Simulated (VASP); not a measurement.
# LiMgBN2 (I-4m2) in VASP: notebook

Runs on LiMgBN2. Level: PBE. Tasks: single point, relaxation of cell and atoms.

Program: VASP 6.6.1. These are calculated values, not measurements. Logs are shortened: lines on timing, memory, paths and dates and some standing lists are left out, and cuts for length are marked.

## Step 1: The cell of the first run

The structure is tetragonal, space group I-4m2 (No. 119). The conventional cell has a = 3.808 Å, b = 3.808 Å, c = 8.892 Å, α = 90.00°, β = 90.00°, γ = 90.00°. Within 2.8 Å of Li (site symmetry -4m2) lie 4 N at 2.10 Å and 4 Mg at 2.69 Å. Mg (site symmetry -4m2) has 4 N at 2.10 Å and 4 Li at 2.69 Å within 2.8 Å. B (site symmetry -4m2) has 2 N at 1.34 Å within 1.8 Å. N (site symmetry 2mm) has 1 B at 1.34 Å within 1.8 Å.

## Step 2: Single point, PBE

The input, INCAR:

```
SYSTEM = LiMgBN2
PREC     = Accurate       ! precision mode
ENCUT    = 520            ! plane-wave cutoff, eV
EDIFF    = 1E-6           ! SCF threshold, eV
ISMEAR   = 0              ! smearing method
SIGMA    = 0.02           ! smearing width, eV
LREAL    = .FALSE.        ! projectors in reciprocal space
LASPH    = .TRUE.         ! aspherical terms in the spheres
NELM     = 80             ! most SCF steps
ALGO     = Normal         ! electronic algorithm
ISIF     = 2              ! what is computed and relaxed
LWAVE    = .FALSE.        ! write WAVECAR
LCHARG   = .FALSE.        ! write CHGCAR
GGA      = PE             ! functional
NBANDS   = 17             ! bands
```

The input, KPOINTS:

```
Automatic mesh
0
G
  8 8 8
  0 0 0
```

The input, POSCAR:

```
LiMgBN2
1.0
   -1.9041716954      1.9041716954      4.4458473999
    1.9041716954     -1.9041716954      4.4458473999
    1.9041716954      1.9041716954     -4.4458473999
Li Mg B N
1 1 1 2
Direct
    0.2500000000      0.7500000000      0.5000000000
    0.7500000000      0.2500000000      0.5000000000
    0.5000000000      0.5000000000      0.0000000000
    0.6512286243      0.6512286243      0.0000000000
    0.3487713757      0.3487713757      0.0000000000
```

Potentials or basis: VASP PAW PBE potentials, release 64 (Li_sv, Mg, B, N).

Run with:

```bash
cat potpaw_PBE.64/Li_sv/POTCAR potpaw_PBE.64/Mg/POTCAR potpaw_PBE.64/B/POTCAR potpaw_PBE.64/N/POTCAR > POTCAR
mpirun -np 1 vasp_std > vasp.out
```

OUTCAR:

```text
SYSTEM = LiMgBN2
   PREC = Accurate
   ENCUT = 520
   EDIFF = 1E-6
   ISMEAR = 0
   LREAL = .FALSE.
   LASPH = .TRUE.
   NELM = 80
   ISIF = 2
   GGA = PE

 ion  position               nearest neighbor table
   1  0.250  0.750  0.500-   4 2.10   5 2.10   5 2.10   4 2.10   2 2.69   2 2.69   2 2.69   2 2.69

   2  0.750  0.250  0.500-   4 2.10   5 2.10   5 2.10   4 2.10   1 2.69   1 2.69   1 2.69   1 2.69

   3  0.500  0.500  0.000-   4 1.34   5 1.34
   4  0.651  0.651  0.000-   3 1.34   1 2.10   2 2.10   2 2.10   1 2.10
   5  0.349  0.349  0.000-   3 1.34   2 2.10   1 2.10   1 2.10   2 2.10

  LATTYP: Found a body centered tetragonal cell.
 ALAT       =     3.8083433908
 C/A-ratio  =     2.3347933438

  Lattice vectors:

 A1 = (  -1.9041716954,   1.9041716954,   4.4458473999)
 A2 = (   1.9041716954,  -1.9041716954,   4.4458473999)
 A3 = (   1.9041716954,   1.9041716954,  -4.4458473999)

Analysis of symmetry for initial positions (statically):
=====================================================================
 Subroutine PRICEL returns:
 Original cell was already a primitive cell.

 Routine SETGRP: Setting up the symmetry group for a
 body centered tetragonal supercell.

 Subroutine GETGRP returns: Found  8 space group operations
 (whereof  8 operations were pure point group operations)
 out of a pool of 16 trial point group operations.

The static configuration has the point symmetry D_2d.

Analysis of symmetry for dynamics (positions and initial velocities):
=====================================================================
 Subroutine PRICEL returns:
 Original cell was already a primitive cell.

 Routine SETGRP: Setting up the symmetry group for a
 body centered tetragonal supercell.

 Subroutine GETGRP returns: Found  8 space group operations
 (whereof  8 operations were pure point group operations)
 out of a pool of 16 trial point group operations.

The dynamic configuration has the point symmetry D_2d.

 Subroutine INISYM returns: Found  8 space group operations
 (whereof  8 operations are pure point group operations),
 and found     1 'primitive' translations

----------------------------------------------------------------------------------------

                                     Primitive cell

  volume of cell :      64.4803

  direct lattice vectors                    reciprocal lattice vectors
    -1.904171695  1.904171695  4.445847400     0.000000000  0.262581363  0.112464499
     1.904171695 -1.904171695  4.445847400     0.262581363  0.000000000  0.112464499
     1.904171695  1.904171695 -4.445847400     0.262581363  0.262581363  0.000000000

  length of vectors
[... 90 lines left out ...]
   EDIFFG = 0.1E-04   stopping-criterion for IOM
   NSW    =      0    number of steps for IOM
   IBRION =     -1    ionic relax: 0-MD 1-quasi-New 2-CG
   NFREE  =      0    steps in history (QN), initial steepest desc. (CG)
   ISIF   =      2    stress and relaxation
   ISYM   =      2    0-nonsym 1-usesym 2-fastsym
   POTIM  = 0.5000    time-step for ionic-motion
   TEBEG  =    0.0;   TEEND  =   0.0 temperature during run
   PSTRESS=    0.0 pullay stress
   NELECT =      18.0000    total number of electrons
   NUPDOWN=      -1.0000    fix difference up-down
   EMIN   =  10.00;   EMAX   =-10.00  energy-range for DOS
   EFERMI =   0.00;   METHOD = LEGACY
   ISMEAR =     0;   SIGMA  =   0.02  broadening in eV -4-tet -1-fermi 0-gaus
   EFERMI_NEDOS =   21; number of points for ismear=-14 and -15
   IALGO  =     38    algorithm
   IMIX   =      4    mixing-type and parameters
     AMIX     =   0.40;   BMIX     =  1.00
     AMIX_MAG =   1.60;   BMIX_MAG =  1.00
  volume/ion in A,a.u.               =      12.90        87.03
  Fermi-wavevector in a.u.,A,eV,Ry     =   1.069933  2.021881 15.575371  1.144757
  Thomas-Fermi vector in A             =   2.205628
   LORBIT       =      0    0 simple, 1 ext, 2 COOP (PROOUT), +10 PAW based schemes
   GGA     = PE    functional components
   LHFCALC =     F    Hartree Fock is set to
   AEXX    =    0.0000 exact exchange contribution
   IVDW    =     0    specifies the selected vdW correction
   LEPSILON=     F    determine dielectric tensor
   LRPA    =     F    only Hartree local field effects (RPA)
 non-spin polarized calculation
 Gauss-broadening in eV      SIGMA  =   0.02
  energy-cutoff  :      520.00
  volume of cell :       64.48
 maximum number of plane-waves:      1752
   NGX = 19   NGY = 19   NGZ = 19

 number of electron      18.0000001 magnetization

 Free energy of the ion-electron system (eV)
  ---------------------------------------------------
  ext. energy  EPLUGINS =         0.00000000
  ---------------------------------------------------
  free energy    TOTEN  =       -31.55108071 eV

  energy without entropy =      -31.55108071  energy(sigma->0) =      -31.55108071

 E-fermi :   1.1726     XC(G=0):  -8.5451

 val. band max:        0.9358368746   @ k =   0.5000   0.5000   0.5000
 cond. band min:       3.5527742974   @ k =   0.0000   0.0000   0.0000
 fundamental gap:      2.6169374229
 Fermi energy:         1.1725842190

 k-point     1 :       0.0000    0.0000    0.0000
  band No.  band energies     occupation
      1     -42.6207      2.00000
      2     -13.4230      2.00000
      3     -12.3945      2.00000
      4      -3.8375      2.00000
      5      -1.5659      2.00000
      6      -1.1756      2.00000
[... 457 lines left out ...]
      4      -3.4166      2.00000
      5      -3.0415      2.00000
      6      -2.0821      2.00000
[... 9 lines left out ...]
     16      11.6032      0.00000
     17      13.3243      0.00000

 [... further k-points ...]
[... 5 lines left out ...]
  --------------------------------------------------------------------------------------
  -------------------------------------------------------------------------------------
  Total       -0.0860297     -0.0860297     -0.0618278      0.0000000     -0.0000000      0.0000000
  in kB       -2.1376291     -2.1376291     -1.5362709      0.0000000     -0.0000000      0.0000000
  external PRESSURE =      -1.9371763 kB  Pullay stress =       0.0000000 kB

 VOLUME and BASIS-vectors are now :
 -----------------------------------------------------------------------------
  energy-cutoff  :      520.00
  volume of cell :       64.48
      direct lattice vectors                 reciprocal lattice vectors
    -1.904171695  1.904171695  4.445847400     0.000000000  0.262581363  0.112464499
     1.904171695 -1.904171695  4.445847400     0.262581363  0.000000000  0.112464499
     1.904171695  1.904171695 -4.445847400     0.262581363  0.262581363  0.000000000

 POSITION                                       TOTAL-FORCE (eV/Angst)
 -----------------------------------------------------------------------------------
      1.90417      0.00000      2.22292        -0.000000      0.000000     -0.000000
      0.00000      1.90417      2.22292        -0.000000      0.000000     -0.000000
      0.00000      0.00000      4.44585        -0.000000      0.000000     -0.000000
      0.00000      0.00000      5.79053         0.000000     -0.000000     -0.002205
      0.00000      0.00000      3.10117         0.000000     -0.000000      0.002205
 -----------------------------------------------------------------------------------
    total drift:                               -0.000000      0.000000     -0.000000

  FREE ENERGIE OF THE ION-ELECTRON SYSTEM (eV)
  ---------------------------------------------------
  free  energy   TOTEN  =       -31.5510807138 eV

  energy  without entropy=      -31.5510807138  energy(sigma->0) =      -31.55108071
```

stdout:

```text
POSCAR found type information on POSCAR LiMgB N
 POSCAR found :  4 types and       5 ions
 scaLAPACK will be used
 LDA part: xc-table for (Slater+PW92), standard interpolation
 POSCAR, INCAR and KPOINTS ok, starting setup
 FFT: planning ... GRIDC
 FFT: planning ... GRID_SOFT
 FFT: planning ... GRID
 WAVECAR not read
 entering main loop
```

It took 2.4 min on 1 thread of Intel Xeon 8259CL, shared host; peak memory 0.28 GiB.

What came out:

- Free energy: -31.5511 eV
- Band gap on the k mesh: 2.62 eV (least direct gap 3.55 eV)

Forces on the atoms (eV/Å):
```
Li   0.000  0.000  0.000
Mg   0.000  0.000  0.000
B    0.000  0.000  0.000
N    0.000  0.000 -0.002
N    0.000  0.000  0.002
```

Levels at points of the mesh, in eV from the valence-band top:
```
           k point  band 5  band 6  band 7  band 8  band 9  band 10  band 11  band 12  band 13  band 14
(0.00, 0.00, 0.00)   -2.50   -2.11   -2.11   -1.36   -1.36     2.62     6.07     7.85     7.85     8.40
(0.50, 0.00, 0.00)   -4.09   -2.60   -2.36   -1.12   -0.63     5.34     5.73     7.10     7.79     8.81
(0.50, 0.50, 0.00)   -3.96   -3.28   -2.96   -1.92   -0.45     5.11     5.64     6.71     7.77     9.96
(0.50, 0.50, 0.50)   -3.66   -2.91   -2.91    0.00    0.00     3.55     6.37     6.56     6.56     8.61
```

Caveat: the cutoff is under 1.25 times the usual one of these potentials, so pressure, stress and relaxed cells hold a basis-set (Pulay) error.

## Step 3: Relaxation of cell and atoms, PBE

This run uses another cell than the first one, of 12.96 Å³/atom.

The input, INCAR:

```
SYSTEM = LiMgBN2
  ALGO = Normal
  EDIFF = 1E-7
  EDIFFG = -0.005
  ENCUT = 600
  GGA = PE
  IBRION = 2
  ISIF = 3
  ISMEAR = 0
  LASPH = .TRUE.
  LCHARG = .FALSE.
  LREAL = .FALSE.
  LWAVE = .FALSE.
  NELM = 100
  NSW = 100
  PREC = Accurate
  SIGMA = 0.02
```

The input, KPOINTS:

```
k-points
0
G
  8 8 8
  0 0 0
```

The input, POSCAR:

```
LiMgBN2
1.0
   -1.9096560000      1.9096560000      4.4435220000
    1.9096560000     -1.9096560000      4.4435220000
    1.9096560000      1.9096560000     -4.4435220000
Li Mg B N
1 1 1 2
Direct
    0.2500000000      0.7500000000      0.5000000000
    0.7500000000      0.2500000000      0.5000000000
    0.5000000000      0.5000000000      0.0000000000
    0.6512635000      0.6512635000      0.0000000000
    0.3487365000      0.3487365000      0.0000000000
```

Potentials or basis: VASP PAW PBE potentials, release 64 (Li_sv, Mg, B, N).

Run with:

```bash
cat potpaw_PBE.64/Li_sv/POTCAR potpaw_PBE.64/Mg/POTCAR potpaw_PBE.64/B/POTCAR potpaw_PBE.64/N/POTCAR > POTCAR
mpirun -np 1 vasp_std > vasp.out
```

Wall time 11 min (1 thread of Intel Xeon 8259CL, shared host); peak memory 0.32 GiB.

The run converged. Its results:

| Item | Value |
| --- | --- |
| Free energy | -31.5559 eV |
| Relaxed volume | 12.84 Å³/atom |
| Relaxed cell | a = 5.194 Å, b = 5.194 Å, c = 5.194 Å, α = 137.07°, β = 137.07°, γ = 62.33° |
| Space group after relaxing (to 0.1 Å) | I-4m2 (No. 119) |
| Energy gained by relaxing | 0.3 meV/atom |
| Ionic steps | 10 |
| Pressure after relaxing | 0.0 GPa |
| Band gap on the k mesh | 2.63 eV (least direct gap 3.56 eV) |

Forces in eV/Å, atoms in the order of the input:
```
Li   0.000  0.000  0.000
Mg   0.000  0.000  0.000
B    0.000  0.000  0.000
N    0.000  0.000  0.003
N    0.000  0.000 -0.003
```

The path:
| step | energy change (eV) | largest force (eV/Å) | pressure (GPa) | volume (Å³) |
| --- | --- | --- | --- | --- |
| 1 | 0.0000 | 0.0592 | -0.59 | 64.82 |
| 2 | -0.0011 | 0.1000 | -0.28 | 64.37 |
| 3 | -0.0011 | 0.0953 | -0.29 | 64.38 |
| 4 | -0.0001 | 0.2084 | 0.79 | 63.90 |
| 5 | -0.0013 | 0.0089 | 0.01 | 64.24 |
| 6 | -0.0014 | 0.0084 | 0.01 | 64.24 |
| 7 | -0.0014 | 0.0070 | 0.02 | 64.22 |
| 8 | -0.0014 | 0.0064 | 0.02 | 64.21 |
| 9 | -0.0014 | 0.0265 | 0.04 | 64.23 |
| 10 | -0.0014 | 0.0029 | 0.02 | 64.22 |

Final structure:
```
Li Mg B N
1.0
    -1.90058    1.90058    4.44438
     1.90058   -1.90058    4.44438
     1.90058    1.90058   -4.44438
Li Mg B N
1 1 1 2
Direct
  0.25000 0.75000 0.50000
  0.75000 0.25000 0.50000
  0.50000 0.50000 0.00000
  0.65121 0.65121 0.00000
  0.34879 0.34879 0.00000
```

Levels at points of the mesh, in eV from the valence-band top:
```tsv
k point	band 7	band 8	band 9	band 10	band 11	band 12
(0.00, 0.00, 0.00)	-2.11	-1.36	-1.36	2.63	6.07	7.86
(0.50, 0.00, 0.00)	-2.36	-1.13	-0.63	5.35	5.75	7.11
(0.50, 0.50, 0.00)	-2.97	-1.92	-0.46	5.11	5.64	6.72
(0.50, 0.50, 0.50)	-2.91	0.00	0.00	3.56	6.40	6.57
```

Caveat: the cutoff is under 1.25 times the usual one of these potentials, so pressure, stress and relaxed cells hold a basis-set (Pulay) error.
